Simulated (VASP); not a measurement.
Input of a VASP 6.6.1 run:

INCAR

```
ALGO     = Normal         # electronic algorithm
EDIFF    = 1E-6           # SCF threshold, eV
ENCUT    = 520            # plane-wave cutoff, eV
GGA      = PE             # functional
ISIF     = 2              # what is computed and relaxed
ISMEAR   = -1             # smearing method
LASPH    = T              # aspherical terms in the spheres
LCHARG   = F              # write CHGCAR
LREAL    = F              # projectors in reciprocal space
LWAVE    = F              # write WAVECAR
NBANDS   = 12             # bands
NELM     = 80             # most SCF steps
PREC     = Accurate       # precision mode
SIGMA    = 0.06122561905347299 # smearing width, eV
```

File KPOINTS:

```
k-points
0
Gamma
  12 12 12
```

POSCAR

```
La
1.0
   -2.1002160889      2.1002160889      2.1002160889
    2.1002160889     -2.1002160889      2.1002160889
    2.1002160889      2.1002160889     -2.1002160889
La
1
Direct
    0.0000000000      0.0000000000      0.0000000000
```

Potentials or basis: VASP PAW PBE potentials, release 64 (La).

Command:

```console
$ cat potpaw_PBE.64/La/POTCAR > POTCAR
$ mpirun -np 1 vasp_std > vasp.out
```

Question: What does it give for the pressure?

Answer: 0.7 GPa.

Question: What does it give for the band gap on the k mesh?

Answer: Zero (an odd number of electrons rules out a gap without spin polarisation).

Caveat: spin-orbit coupling is left out, which moves the levels of the heavy elements.
